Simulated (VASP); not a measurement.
## Lu: single point with r2SCAN

Crystal: Lu.

```
CELL_PARAMETERS angstrom
3.50482 0.00000 0.00000
-1.75241 3.03526 0.00000
0.00000 0.00000 5.46968
ATOMIC_POSITIONS crystal
Lu 0.33333 0.66667 0.25000
Lu 0.66667 0.33333 0.75000
```

```yaml
Program: VASP 6.6.1
Task: single point
Functional: r2SCAN
Potentials_or_basis: VASP PAW PBE potentials, release 64 (Lu)
Cutoff: 520 eV
k_mesh: 10 × 10 × 6
Occupations: methfessel-paxton, width 0.3 eV
Spin: no spin polarisation
```

```json
{
 "Pressure": "0.2 GPa",
 "Band gap on the k mesh": "zero (bands 25 and 26 overlap by 2.00 eV)"
}
```

Stress tensor (GPa, compression positive):
```
0.24 0.00 0.00
0.00 0.24 0.00
0.00 0.00 0.11
```

Levels at points of the mesh, in eV from the Fermi level:
| k point | band 23 | band 24 | band 25 | band 26 | band 27 | band 28 |
| --- | --- | --- | --- | --- | --- | --- |
| (0.00, 0.00, 0.00) | -5.02 | -2.39 | 0.56 | 2.46 | 2.46 | 2.94 |
| (0.50, 0.00, 0.00) | -2.37 | -1.42 | -0.83 | -0.42 | 1.74 | 2.12 |
| (0.00, 0.00, 0.50) | -4.53 | -4.53 | 1.37 | 1.37 | 2.37 | 2.37 |
| (0.50, 0.00, 0.50) | -2.10 | -2.10 | 0.10 | 0.10 | 1.47 | 1.47 |

Run time: 12 min on 1 thread of Intel Xeon 8259CL, with other jobs on the host, peak memory 0.25 GiB.

Caveat: the PAW data sets were made with another functional, which shifts forces and pressure a little; spin-orbit coupling is left out, which moves the levels of the heavy elements.
